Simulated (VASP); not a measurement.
Runs of VASP 6.6.1 on CuO. The cells are those of the table. 

```tsv
task	level	potentials or basis	U	cell	cutoff (eV)	gap on the mesh (eV)	pressure (GPa)	largest force (eV/Å)
relaxation of cell and atoms	RPBE+D3(BJ)	VASP PAW PBE potentials, release 64 (Cu, O)	-	relaxed from a = 2.988, b = 2.816, c = 5.493 Å, angles 74.9, 74.3, 66.2°, 4 atoms	600	none	0.1	0.01
single point	LDA+U	VASP PAW LDA potentials, release 64 (Cu, O)	Cu d U = 5.3 eV	a = 2.988, b = 2.816, c = 5.493 Å, angles 74.9, 74.3, 66.2°, 4 atoms	520	none	(a)	1.24
single point	LDA	VASP PAW LDA potentials, release 64 (Cu, O)	-	a = 3.047, b = 2.872, c = 5.601 Å, angles 74.9, 74.3, 66.2°, 4 atoms	520	none	-24.4	1.17
single point	BLYP	VASP PAW PBE potentials, release 64 (Cu, O)	-	a = 3.047, b = 2.872, c = 5.601 Å, angles 74.9, 74.3, 66.2°, 4 atoms	520	none	-4.8	1.46
single point	r2SCAN	VASP PAW PBE potentials, release 64 (Cu, O)	-	a = 2.988, b = 2.816, c = 5.493 Å, angles 74.9, 74.3, 66.2°, 4 atoms	520	none	-10.2	1.69
```

Alike in all rows: no spin polarisation; k mesh 10 × 10 × 5; smearing fermi-dirac 0.05 eV.

**Question.** Fill in the values left out.

**Answer.** (a) -21.5.

Caveats: semilocal functionals often make such compounds metallic where correlation or magnetic order opens a gap, which also shifts bond lengths (at least some runs); the cell stands under tension (at least some runs); the PAW data sets were made with another functional, which shifts forces and pressure a little (at least some runs); forces of over 1 eV/Å act on the atoms, so gaps and moduli don't describe the material at rest (at least some runs); the dispersion term is far too large for a dense solid, which distorts pressure and volume (at least some runs); U without spin polarisation on a metal has little footing (at least some runs).

A gap of «none» marks levels without a gap at the run's occupations.
